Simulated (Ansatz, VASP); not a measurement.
# Two plane-wave programs on ZnS

```
Zn S
1.0
     0.00000    2.72077    2.72077
     2.72077    0.00000    2.72077
     2.72077    2.72077    0.00000
Zn S
1 1
Direct
  0.25000 0.25000 0.25000
  0.00000 0.00000 0.00000
```

Alike in both runs: task single point; functional r2SCAN; k mesh 6 × 6 × 6; no spin polarisation.

```csv
,VASP,Ansatz
version,VASP 6.6.1,Ansatz 0.2.0
potentials or method,"VASP PAW PBE potentials, release 64 (Zn, S)","plane waves, PAW"
plane-wave cutoff (eV),550,500
occupations,"gaussian, width 0.01 eV",fixed
valence electrons in the cell,18,18
```

Ansatz gave:

* gap on the k mesh at the Fermi level (eV): 2.57
* pressure (GPa): -2.1

Question: Which values does VASP return?

Answer: gap on the k mesh at the Fermi level (eV): 2.58; pressure (GPa): -2.1.

VASP's potentials were made for PBE, not for r2SCAN.
